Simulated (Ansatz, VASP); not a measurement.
One calculation of GaN, two programs

The input INCAR:

```
SYSTEM = GaN
ALGO = Normal
EDIFF = 1E-6
ENCUT = 600
GGA = PE
GGA_COMPAT = .FALSE.
ISIF = 2
ISMEAR = 0
LASPH = .TRUE.
LCHARG = .FALSE.
LREAL = .FALSE.
LWAVE = .FALSE.
NBANDS = 26
NELM = 120
PREC = Accurate
SIGMA = 0.1
```

The input KPOINTS:

```
k-points
0
G
  6 6 4
  0 0 0
```

File POSCAR:

```
GaN
1.0
    3.1889305100      0.0000000000      0.0000000000
   -1.5944652600      2.7616946700      0.0000000000
    0.0000000000      0.0000000000      5.1923570600
Ga N
2 2
Direct
    0.6666666900      0.3333333400      0.4990837000
    0.3333333400      0.6666666900      0.9990837000
    0.6666666900      0.3333333400      0.8759163000
    0.3333333400      0.6666666900      0.3759163000
```

Input for Ansatz:

```yaml
crystal:
  lattice:
    - [3.188931, 0.0, 0.0]
    - [-1.594465, 2.761695, 0.0]
    - [0.0, 0.0, 5.192357]
  atoms:
    - { symbol: Ga, position: [0.666667, 0.333333, 0.499084] }
    - { symbol: Ga, position: [0.333333, 0.666667, 0.999084] }
    - { symbol: "N", position: [0.666667, 0.333333, 0.875916] }
    - { symbol: "N", position: [0.333333, 0.666667, 0.375916] }
basis:
  ecutwfc: 420
kpoints:
  mp_grid: { grid: [6, 6, 4] }
hamiltonian:
  xc: pbe
scf:
  occupations: { method: gaussian, width: 0.1 }
output:
  forces: true
  stress: true
  eigenvalues: true
```

Alike in both runs: task single point; functional PBE; k mesh 6 × 6 × 4; occupations gaussian, width 0.1 eV; no spin polarisation.

|  | VASP | Ansatz |
| --- | --- | --- |
| version | VASP 6.6.1 | Ansatz 0.2.0 |
| potentials or method | VASP PAW PBE potentials, release 64 (Ga_d, N), cutoff 600 eV | scalar-relativistic, plane waves, PAW |
| valence electrons in the cell | 36 | 36 |

```tsv
	VASP	Ansatz	Ansatz less VASP
gap on the k mesh at the Fermi level (eV)	1.91	1.90	-0.008
least direct gap on the mesh (eV)	1.91	1.90	-0.008
pressure (GPa)	5.1	5.1	+0.05
traceless stress, the component that is largest in VASP (GPa)	0.05	0.03	-0.029
rms of the force components (eV/Å)	0.003	0.003	+0.0001
```

Atom by atom the forces differ by 0.000 eV/Å (rms over components). Ansatz's warnings: structure snapped to symmetry.
